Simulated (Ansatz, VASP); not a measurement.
## One calculation of Si2BiTe5, two programs

```
Si Bi Te
1.0
     4.01180    0.00000    0.00000
    -2.00590    3.47432    0.00000
     0.00000    0.00000   17.29306
Si Bi Te
2 1 5
Direct
  0.00000 0.00000 0.70787
  0.33333 0.66667 0.10237
  0.00000 0.00000 0.34119
  0.66667 0.33333 0.61618
  0.33333 0.66667 0.79588
  0.00000 0.00000 0.01739
  0.66667 0.33333 0.19918
  0.33333 0.66667 0.45295
```

Alike in both runs: functional PBE; k mesh 5 × 5 × 1; occupations gaussian, width 0.2 eV; no spin polarisation.

Ansatz relaxed the structure, and its values are those at the end. VASP's run is a single point on that final structure, the one shown.

|  | VASP | Ansatz |
| --- | --- | --- |
| version | VASP 6.6.1 | Ansatz 0.2.0 |
| potentials or method | VASP PAW PBE potentials, release 64 (Si, Bi_d, Te), cutoff 520 eV | scalar-relativistic, plane waves, PAW |
| valence electrons in the cell | 53 | 103 |

```csv
,VASP,Ansatz,Ansatz less VASP
gap on the k mesh at the Fermi level (eV),none,none,-
pressure (GPa),0.0,0.0,-0.01
rms of the force components (eV/Å),0.022,0.016,-0.0055
```

A gap of «none» marks a metal or a gap that the smearing closes. VASP's potentials hold 53 valence electrons a cell and Ansatz's 103, so a difference there can come from the potentials and not from the codes.

The k mesh is coarse, so the values compare programs but aren't converged. Neither program's run includes spin-orbit coupling.
